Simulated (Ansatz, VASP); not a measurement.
## Two plane-wave programs on Na4TiO3

```
CELL_PARAMETERS angstrom
4.12024 0.00000 0.00000
0.00000 4.12024 0.00000
0.00000 0.00000 7.52688
ATOMIC_POSITIONS crystal
Na 0.00000 0.50000 0.50000
Na 0.50000 0.00000 0.50000
Na 0.50000 0.50000 0.18550
Na 0.50000 0.50000 0.81450
Ti 0.00000 0.00000 0.00000
O 0.00000 0.50000 0.00000
O 0.50000 0.00000 0.00000
O 0.50000 0.50000 0.50000
```

Alike in both runs: functional PBE; k mesh 8 × 8 × 4; occupations gaussian, width 0.1 eV; no spin polarisation.

Ansatz relaxed the structure, and its values are those at the end. VASP's run is a single point on that final structure, the one shown.

|  | VASP | Ansatz |
| --- | --- | --- |
| version | VASP 6.6.1 | Ansatz 0.2.0 |
| potentials or method | VASP PAW PBE potentials, release 64 (Na_pv, Ti_sv, O), cutoff 520 eV | scalar-relativistic, plane waves, PAW |
| valence electrons in the cell | 58 | 66 |

VASP gave:

| Property | Result |
| --- | --- |
| gap on the k mesh at the Fermi level (eV) | none |
| pressure (GPa) | 0.3 |

Question: Estimate Ansatz's values.

Answer: gap on the k mesh at the Fermi level (eV): none; pressure (GPa): 0.0.

A gap of «none» marks a metal or a gap that the smearing closes. With one functional, cell and mesh, what is left measures potentials, basis and numerics. VASP's potentials hold 58 valence electrons a cell and Ansatz's 66, so a difference there can come from the potentials and not from the codes.
